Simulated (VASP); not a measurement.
Wanted: the native input for a VASP 6.6.1 run.

- Task: single point
- Functional: PBEsol
- Potentials or basis: VASP PAW PBE potentials, release 64 (Al, N)
- Cutoff: 520 eV
- k mesh: 9 × 9 × 6
- Occupations: gaussian, width 0.05 eV
- Spin: no spin polarisation
- Dipole correction: no
- Further INCAR settings: ALGO = Normal; EDIFF = 1e-06; NBANDS = 16

The structure of AlN lies in POSCAR:

```
AlN
1.0
    3.1689719672      0.0000000000      0.0000000000
   -1.5844859836      2.7444102275      0.0000000000
    0.0000000000      0.0000000000      4.1697333145
Al N
2 2
Direct
    0.3333333333      0.6666666667      0.7500000000
    0.6666666667      0.3333333333      0.2500000000
    0.3333333333      0.6666666667      0.2500000000
    0.6666666667      0.3333333333      0.7500000000
```

This cell differs from its parent crystal: volume 9.066 Å^3 an atom, c/a of the conventional cell 1.3158.

One way to write it, as run:

INCAR

```
ALGO = Normal
EDIFF = 1E-6
ENCUT = 520
GGA = PS
ISIF = 2
ISMEAR = 0
LASPH = T
LCHARG = T
LELF = T
LREAL = F
LVHAR = T
LWAVE = F
NBANDS = 16
NELM = 80
PREC = Accurate
SIGMA = 0.05
```

KPOINTS

```
k-points
0
Gamma
  9 9 6
```

Potentials or basis: VASP PAW PBE potentials, release 64 (Al, N).

The run is started by

```bash
$ cat potpaw_PBE.64/Al/POTCAR potpaw_PBE.64/N/POTCAR > POTCAR
$ mpirun -np 1 vasp_std > vasp.out
```

It gave:

The pressure is 21.2 GPa. The band gap on the k mesh is 3.81 eV, direct.

Caveat: the PAW data sets were made with another functional, which shifts forces and pressure a little.

It took 14 s on 1 thread of AMD EPYC 9R14 (Zen 4), with other jobs on the host, peak memory 0.12 GiB.
